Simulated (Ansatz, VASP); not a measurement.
# Two plane-wave programs on EuO

File INCAR:

```
ALGO = Normal
EDIFF = 1E-7
EDIFFG = -0.002
ENCUT = 600
GGA = PE
GGA_COMPAT = False
IBRION = 2
ISIF = 3
ISMEAR = 0
ISPIN = 2
LASPH = True
LCHARG = False
LDAU = True
LDAUJ = 0 0
LDAUL = 3 -1
LDAUPRINT = 1
LDAUTYPE = 2
LDAUU = 6 0
LMAXMIX = 6
LORBIT = 11
LREAL = False
LWAVE = False
MAGMOM = 7.43 0
NELM = 200
NELMIN = 4
NSW = 100
PREC = Accurate
SIGMA = 0.01
```

The input KPOINTS:

```
k-points
0
Gamma
  16 16 16
```

Contents of POSCAR:

```
EuO
1.0
    0.0000000000      2.5719500000      2.5719500000
    2.5719500000      0.0000000000      2.5719500000
    2.5719500000      2.5719500000      0.0000000000
Eu O
1 1
Direct
    0.0000000000      0.0000000000      0.0000000000
    0.5000000000      0.5000000000      0.5000000000
```

Input for Ansatz:

```yaml
crystal:
  lattice:
    - [0.0, 2.57195, 2.57195]
    - [2.57195, 0.0, 2.57195]
    - [2.57195, 2.57195, 0.0]
  atoms:
    - { symbol: Eu, position: [0.0, 0.0, 0.0], spin: 7.43 }
    - { symbol: O, position: [0.5, 0.5, 0.5] }
basis:
  ecutwfc: 420
kpoints:
  mp_grid: { grid: [16, 16, 16] }
hamiltonian:
  xc: pbe
  hubbard: { sites: [{ species: Eu, l: f, u_eff: 6.0 }] }
scf:
  occupations: { method: gaussian, width: 0.01 }
output:
  forces: true
  stress: true
  eigenvalues: true
  populations: true
  write_density: true
  write_potential: true
  elf: true
  volumetric_format: npy
magnetization:
  spin_polarized: true
relax:
  adjacent_minimum: "off"
  f_tol: 0.002
  max_steps: 80
  cell: { stress_tol: 0.02 }
```

Alike in both runs: task relaxation of cell and atoms; functional PBE; k mesh 16 × 16 × 16; occupations gaussian, width 0.01 eV; collinear spin; Hubbard terms Eu f U = 6.0 eV.

|  | VASP | Ansatz |
| --- | --- | --- |
| version | VASP 6.6.1 | Ansatz 0.2.0 |
| potentials or method | VASP PAW PBE potentials, release 64 (Eu, O), cutoff 600 eV | scalar-relativistic, plane waves, PAW |
| valence electrons in the cell | 23 | 23 |

|  | VASP | Ansatz | Ansatz less VASP |
| --- | --- | --- | --- |
| gap on the k mesh at the Fermi level, each at its own relaxed structure (eV) | 0.04 | 0.39 | +0.351 |
| net moment per atom (μB) | 3.50 | 3.50 | 0.000 |
| size of the moment on the site where the two differ most (μB) | 6.73 | 6.76 | +0.035 |
| relaxed volume (Å³/atom) | 17.25 | 17.34 | +0.092 |
| relaxed cell length with the largest relative difference (Å) | 3.654 | 3.660 | +0.0065 |

Site moments also hang on the region over which each program counts them. The programs project onto different local orbitals, so the same U acts differently, and such runs can settle in different states.

Neither program's run includes spin-orbit coupling.
